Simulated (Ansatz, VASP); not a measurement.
**ZnS in VASP and in Ansatz**

```
CELL_PARAMETERS angstrom
0.00000 2.64847 2.64847
2.64847 0.00000 2.64847
2.64847 2.64847 0.00000
ATOMIC_POSITIONS crystal
Zn 0.25000 0.25000 0.25000
S 0.00000 0.00000 0.00000
```

Alike in both runs: task single point; functional LDA; k mesh 10 × 10 × 10; occupations gaussian, width 0.02 eV; no spin polarisation.

|  | VASP | Ansatz |
| --- | --- | --- |
| version | VASP 6.6.1 | Ansatz 0.2.0 |
| potentials or method | VASP PAW LDA potentials, release 64 (Zn, S), cutoff 500 eV | scalar-relativistic, plane waves, PAW |
| valence electrons in the cell | 18 | 18 |

```tsv
	VASP	Ansatz	Ansatz less VASP
gap on the k mesh at the Fermi level (eV)	2.16	2.13	-0.035
least direct gap on the mesh (eV)	2.16	2.13	-0.035
pressure (GPa)	0.2	0.0	-0.23
```

LDA's correlation is that of Perdew and Zunger in VASP and of Perdew and Wang (1992) in Ansatz.
